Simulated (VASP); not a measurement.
# Ge (Fd-3m) in VASP: relaxation of cell and atoms with PBE

Aim: the relaxation of cell and atoms of Ge with PBE.

Program: VASP 6.6.1. These are calculated values, not measurements. Logs are shortened: lines on timing, memory, paths and dates and some standing lists are left out, and cuts for length are marked.

**1. The cell of the first run**

Symmetry: Fd-3m, No. 227, cubic system. The conventional cell has a = 5.658 Å, b = 5.658 Å, c = 5.658 Å, α = 90.00°, β = 90.00°, γ = 90.00°. Ge (site symmetry -43m) has 4 Ge at 2.45 Å within 3.2 Å.

**2. Relaxation of cell and atoms, PBE**

File INCAR:

```
SYSTEM = Ge
ALGO     = Normal         ! electronic algorithm
EDIFF    = 1E-7           ! SCF threshold, eV
EDIFFG   = -0.005         ! ionic threshold
ENCUT    = 600            ! plane-wave cutoff, eV
GGA      = PE             ! functional
IBRION   = 2              ! ionic algorithm
ISIF     = 3              ! what is computed and relaxed
ISMEAR   = 0              ! smearing method
LASPH    = .True.         ! aspherical terms in the spheres
LCHARG   = .False.        ! write CHGCAR
LREAL    = .False.        ! projectors in reciprocal space
LWAVE    = .False.        ! write WAVECAR
NELM     = 80             ! most SCF steps
NSW      = 100            ! ionic steps
PREC     = Accurate       ! precision mode
SIGMA    = 0.1            ! smearing width, eV
```

File KPOINTS:

```
k-points
0
Gamma
  14 14 14
  0 0 0
```

File POSCAR:

```
Ge
1.0
    0.0000000000      2.8289100000      2.8289100000
    2.8289100000      0.0000000000      2.8289100000
    2.8289100000      2.8289100000      0.0000000000
Ge
2
Direct
    0.0000000000      0.0000000000      0.0000000000
    0.2500000000      0.2500000000      0.2500000000
```

Potentials or basis: VASP PAW PBE potentials, release 64 (Ge_d).

Run with:

```console
cat potpaw_PBE.64/Ge_d/POTCAR > POTCAR
mpirun -np 1 vasp_std > vasp.out
```

OUTCAR:

```text
SYSTEM = Ge
   EDIFF = 1E-7
   EDIFFG = -0.005
   ENCUT = 600
   GGA = PE
   IBRION = 2
   ISIF = 3
   ISMEAR = 0
   LASPH = .True.
   LREAL = .False.
   NELM = 80
   NSW = 100
   PREC = Accurate

 ion  position               nearest neighbor table
   1  0.000  0.000  0.000-   2 2.45   2 2.45   2 2.45   2 2.45
   2  0.250  0.250  0.250-   1 2.45   1 2.45   1 2.45   1 2.45

  LATTYP: Found a face centered cubic cell.
 ALAT       =     5.6578200000

  Lattice vectors:

 A1 = (   0.0000000000,   2.8289100000,   2.8289100000)
 A2 = (   2.8289100000,   0.0000000000,   2.8289100000)
 A3 = (   2.8289100000,   2.8289100000,   0.0000000000)

Analysis of symmetry for initial positions (statically):
=====================================================================
 Subroutine PRICEL returns:
 Original cell was already a primitive cell.

 Routine SETGRP: Setting up the symmetry group for a
 face centered cubic supercell.

 Subroutine GETGRP returns: Found 48 space group operations
 (whereof 24 operations were pure point group operations)
 out of a pool of 48 trial point group operations.

The static configuration has the point symmetry T_d .
 The point group associated with its full space group is O_h .

Analysis of symmetry for dynamics (positions and initial velocities):
=====================================================================
 Subroutine PRICEL returns:
 Original cell was already a primitive cell.

 Routine SETGRP: Setting up the symmetry group for a
 face centered cubic supercell.

 Subroutine GETGRP returns: Found 48 space group operations
 (whereof 24 operations were pure point group operations)
 out of a pool of 48 trial point group operations.

The dynamic configuration has the point symmetry T_d .
 The point group associated with its full space group is O_h .

 Subroutine INISYM returns: Found 48 space group operations
 (whereof 24 operations are pure point group operations),
 and found     1 'primitive' translations

----------------------------------------------------------------------------------------

                                     Primitive cell

  volume of cell :      45.2780

  direct lattice vectors                    reciprocal lattice vectors
     0.000000000  2.828910000  2.828910000    -0.176746521  0.176746521  0.176746521
     2.828910000  0.000000000  2.828910000     0.176746521 -0.176746521  0.176746521
     2.828910000  2.828910000  0.000000000     0.176746521  0.176746521 -0.176746521

  length of vectors
     4.000682889  4.000682889  4.000682889     0.306133954  0.306133954  0.306133954

  position of ions in fractional coordinates (direct lattice)
     0.000000000  0.000000000  0.000000000
     0.250000000  0.250000000  0.250000000

  ion indices of the primitive-cell ions
   primitive index   ion index
                 1           1
                 2           2

----------------------------------------------------------------------------------------

 KPOINTS: k-points

Automatic generation of k-mesh.
 Grid dimensions read from file:
 generate k-points for:   14   14   14

 Generating k-lattice:

  Cartesian coordinates                     Fractional coordinates (reciprocal lattice)
    -0.012624751  0.012624751  0.012624751     0.071428571  0.000000000  0.000000000
     0.012624751 -0.012624751  0.012624751     0.000000000  0.071428571  0.000000000
     0.012624751  0.012624751 -0.012624751     0.000000000  0.000000000  0.071428571

  Length of vectors
     0.021866711  0.021866711  0.021866711

  Shift w.r.t. Gamma in fractional coordinates (k-lattice)
     0.000000000  0.000000000  0.000000000

 Subroutine IBZKPT returns following result:
 ===========================================

 Found    104 irreducible k-points:

 Following reciprocal coordinates:
            Coordinates               Weight
  0.000000  0.000000  0.000000      1.000000
  0.071429  0.000000  0.000000      8.000000
  0.142857  0.000000  0.000000      8.000000
  0.214286  0.000000  0.000000      8.000000
  0.285714  0.000000  0.000000      8.000000
  0.357143  0.000000  0.000000      8.000000
[... 16 lines left out ...]
  0.214286  0.142857  0.000000     24.000000
  0.285714  0.142857  0.000000     24.000000
 [... further k-points ...]
   k-points           NKPTS =    104   k-points in BZ     NKDIM =    104   number of bands    NBANDS=     18
   number of dos      NEDOS =    301   number of ions     NIONS =      2
   total plane-waves  NPLWV =  32768
   dimension x,y,z NGX =    32 NGY =   32 NGZ =   32
   dimension x,y,z NGXF=    64 NGYF=   64 NGZF=   64
   ions per type =               2
   NGX,Y,Z   is equivalent  to a cutoff of  13.30, 13.30, 13.30 a.u.
   NGXF,Y,Z  is equivalent  to a cutoff of  26.59, 26.59, 26.59 a.u.
 SYSTEM =  Ge
   PREC   = accura    normal or accurate (medium, high low for compatibility)
   ISTART =      0    job   : 0-new  1-cont  2-samecut
   ICHARG =      2    charge: 1-file 2-atom 10-const
   ISPIN  =      1    spin polarized calculation?
   LNONCOLLINEAR =      F non collinear calculations
   LSORBIT =      F    spin-orbit coupling
   LASPH  =      T    aspherical Exc in radial PAW
   ENCUT  =  600.0 eV  44.10 Ry    6.64 a.u.   7.99  7.99  7.99*2*pi/ulx,y,z
   NELM   =     80;   NELMIN=  2; NELMDL= -5     # of ELM steps
   EDIFF  = 0.1E-06   stopping-criterion for ELM
   LREAL  =      F    real-space projection
   EDIFFG = -.5E-02   stopping-criterion for IOM
   NSW    =    100    number of steps for IOM
   IBRION =      2    ionic relax: 0-MD 1-quasi-New 2-CG
   NFREE  =      1    steps in history (QN), initial steepest desc. (CG)
   ISIF   =      3    stress and relaxation
   ISYM   =      2    0-nonsym 1-usesym 2-fastsym
   POTIM  = 0.5000    time-step for ionic-motion
   TEBEG  =    0.0;   TEEND  =   0.0 temperature during run
   PSTRESS=    0.0 pullay stress
   NELECT =      28.0000    total number of electrons
   NUPDOWN=      -1.0000    fix difference up-down
   EMIN   =  10.00;   EMAX   =-10.00  energy-range for DOS
   EFERMI =   0.00;   METHOD = LEGACY
   ISMEAR =     0;   SIGMA  =   0.10  broadening in eV -4-tet -1-fermi 0-gaus
   EFERMI_NEDOS =   21; number of points for ismear=-14 and -15
   IALGO  =     38    algorithm
   IMIX   =      4    mixing-type and parameters
     AMIX     =   0.40;   BMIX     =  1.00
     AMIX_MAG =   1.60;   BMIX_MAG =  1.00
  volume/ion in A,a.u.               =      22.64       152.78
  Fermi-wavevector in a.u.,A,eV,Ry     =   1.394756  2.635708 26.468033  1.945346
  Thomas-Fermi vector in A             =   2.518275
   LORBIT       =      0    0 simple, 1 ext, 2 COOP (PROOUT), +10 PAW based schemes
   GGA     = PE    functional components
   LHFCALC =     F    Hartree Fock is set to
   AEXX    =    0.0000 exact exchange contribution
   IVDW    =     0    specifies the selected vdW correction
   LEPSILON=     F    determine dielectric tensor
   LRPA    =     F    only Hartree local field effects (RPA)
 conjugate gradient relaxation of ions
 non-spin polarized calculation
 Gauss-broadening in eV      SIGMA  =   0.10
  energy-cutoff  :      600.00
  volume of cell :       45.28
 maximum number of plane-waves:      1526
   NGX = 15   NGY = 15   NGZ = 15

--------------------------------------- Ionic step        1  -------------------------------------------

 number of electron      28.0000013 magnetization

 Free energy of the ion-electron system (eV)
  ---------------------------------------------------
  ext. energy  EPLUGINS =         0.00000000
  ---------------------------------------------------
  free energy    TOTEN  =        -9.00985245 eV

  energy without entropy =       -9.00973944  energy(sigma->0) =       -9.00979594

 E-fermi :   5.0473     XC(G=0):  -9.9250

 val. band max:        5.0262960594   @ k =   0.0000   0.0000   0.0000
 cond. band min:       5.1765480482   @ k =   0.5000   0.0000   0.0000
 fundamental gap:      0.1502519887
 Fermi energy:         5.0472672716

 k-point     1 :       0.0000    0.0000    0.0000
  band No.  band energies     occupation
      1     -19.8230      2.00000
      2     -19.8230      2.00000
      3     -19.8230      2.00000
      4     -19.7868      2.00000
      5     -19.7868      2.00000
      6     -19.5763      2.00000
[... 10 lines left out ...]
     17       7.5466      0.00000
     18       7.5466      0.00000

 k-point     2 :       0.0714    0.0000    0.0000
  band No.  band energies     occupation
      1     -19.8263      2.00000
      2     -19.8263      2.00000
      3     -19.8221      2.00000
      4     -19.7824      2.00000
      5     -19.7824      2.00000
      6     -19.5816      2.00000
[... 10 lines left out ...]
     17       7.7147      0.00000
     18       7.8258      0.00000
[... 511 lines left out ...]
 VOLUME and BASIS-vectors are now :
 -----------------------------------------------------------------------------
  energy-cutoff  :      600.00
  volume of cell :       48.67
      direct lattice vectors                 reciprocal lattice vectors
    -0.000000000  2.897905211  2.897905211    -0.172538425  0.172538425  0.172538425
     2.897905211  0.000000000  2.897905211     0.172538425 -0.172538425  0.172538425
     2.897905211  2.897905211  0.000000000     0.172538425  0.172538425 -0.172538425

 POSITION                                       TOTAL-FORCE (eV/Angst)
 -----------------------------------------------------------------------------------
      0.00000      0.00000      0.00000         0.000000     -0.000000      0.000000
      1.44895      1.44895      1.44895        -0.000000      0.000000     -0.000000
 -----------------------------------------------------------------------------------
    total drift:                               -0.000000      0.000000      0.000000

  FREE ENERGIE OF THE ION-ELECTRON SYSTEM (eV)
  ---------------------------------------------------
  free  energy   TOTEN  =        -9.0340652721 eV

  energy  without entropy=       -9.0334983890  energy(sigma->0) =       -9.03378183

--------------------------------------- Ionic step        3  -------------------------------------------

 number of electron      28.0000015 magnetization

 Free energy of the ion-electron system (eV)
  ---------------------------------------------------
  ext. energy  EPLUGINS =         0.00000000
  ---------------------------------------------------
  free energy    TOTEN  =        -9.03690734 eV

  energy without entropy =       -9.03649094  energy(sigma->0) =       -9.03669914

 E-fermi :   4.4690     XC(G=0):  -9.6702

 val. band max:        4.3637020347   @ k =  -0.0714   0.0714   0.0000
 cond. band min:       4.4772466980   @ k =   0.0000   0.0000   0.0000
 fundamental gap:      0.1135446633
 Fermi energy:         4.4689808664

 k-point     1 :       0.0000    0.0000    0.0000
  band No.  band energies     occupation
      1     -20.2684      2.00000
      2     -20.2684      2.00000
      3     -20.2684      2.00000
      4     -20.2362      2.00000
      5     -20.2362      2.00000
      6     -20.0533      2.00000
[... 10 lines left out ...]
     17       7.0068      0.00000
     18       7.0068      0.00000

 k-point     2 :       0.0714    0.0000    0.0000
  band No.  band energies     occupation
      1     -20.2712      2.00000
      2     -20.2712      2.00000
      3     -20.2676      2.00000
      4     -20.2325      2.00000
      5     -20.2325      2.00000
      6     -20.0586      2.00000
[... 10 lines left out ...]
     17       7.1634      0.00000
     18       7.2434      0.00000
[... 475 lines left out ...]
 VOLUME and BASIS-vectors are now :
 -----------------------------------------------------------------------------
  energy-cutoff  :      600.00
  volume of cell :       47.80
      direct lattice vectors                 reciprocal lattice vectors
    -0.000000000  2.880564219  2.880564219    -0.173577106  0.173577106  0.173577106
     2.880564219  0.000000000  2.880564219     0.173577106 -0.173577106  0.173577106
     2.880564219  2.880564219  0.000000000     0.173577106  0.173577106 -0.173577106

 POSITION                                       TOTAL-FORCE (eV/Angst)
 -----------------------------------------------------------------------------------
      0.00000      0.00000      0.00000         0.000000      0.000000      0.000000
      1.44028      1.44028      1.44028        -0.000000     -0.000000     -0.000000
 -----------------------------------------------------------------------------------
    total drift:                               -0.000000      0.000000      0.000000

  FREE ENERGIE OF THE ION-ELECTRON SYSTEM (eV)
  ---------------------------------------------------
  free  energy   TOTEN  =        -9.0369073397 eV

  energy  without entropy=       -9.0364909362  energy(sigma->0) =       -9.03669914

 reached required accuracy - stopping structural energy minimisation
```

Run time: 72 s. Hardware: 1 thread of Intel Xeon 6975P-C (Granite Rapids), shared host; peak memory 0.23 GiB.

What came out:

```
Free energy                           : -9.0369 eV
Relaxed volume                        : 23.90 Å³/atom
Relaxed cell                          : a = 4.074 Å, b = 4.074 Å, c = 4.074 Å, α = 60.00°, β = 60.00°, γ = 60.00°
Space group after relaxing (to 0.1 Å) : Fd-3m (No. 227)
Energy gained by relaxing             : 13.5 meV/atom
Ionic steps                           : 3
Pressure after relaxing               : 0.0 GPa
Band gap on the k mesh                : zero (filled and empty bands touch)
```

Step by step:
```tsv
step	energy change (eV)	largest force (eV/Å)	pressure (GPa)	volume (Å³)
1	0.0000	0.0000	3.58	45.28
2	-0.0242	0.0000	-1.02	48.67
3	-0.0271	0.0000	-0.02	47.80
```

Final structure:
```
CELL_PARAMETERS angstrom
0.00000 2.88056 2.88056
2.88056 0.00000 2.88056
2.88056 2.88056 0.00000
ATOMIC_POSITIONS crystal
Ge 0.00000 0.00000 0.00000
Ge 0.25000 0.25000 0.25000
```

Levels at points of the mesh, in eV from the Fermi level:
| k point | band 12 | band 13 | band 14 | band 15 | band 16 | band 17 |
| --- | --- | --- | --- | --- | --- | --- |
| (0.00, 0.00, 0.00) | -0.44 | 0.01 | 0.01 | 0.01 | 2.54 | 2.54 |
| (0.50, 0.00, 0.00) | -7.35 | -1.32 | -1.32 | 0.03 | 3.73 | 3.73 |
| (0.50, 0.50, 0.00) | -8.68 | -2.88 | -2.88 | 0.83 | 0.83 | 9.08 |

Caveat: semilocal functionals underestimate gaps, and a narrow one can read as zero. PBE usually gives volumes a little too large and moduli too small.

The gap in the log of VASP goes by the Fermi energy; the results here count the filled bands.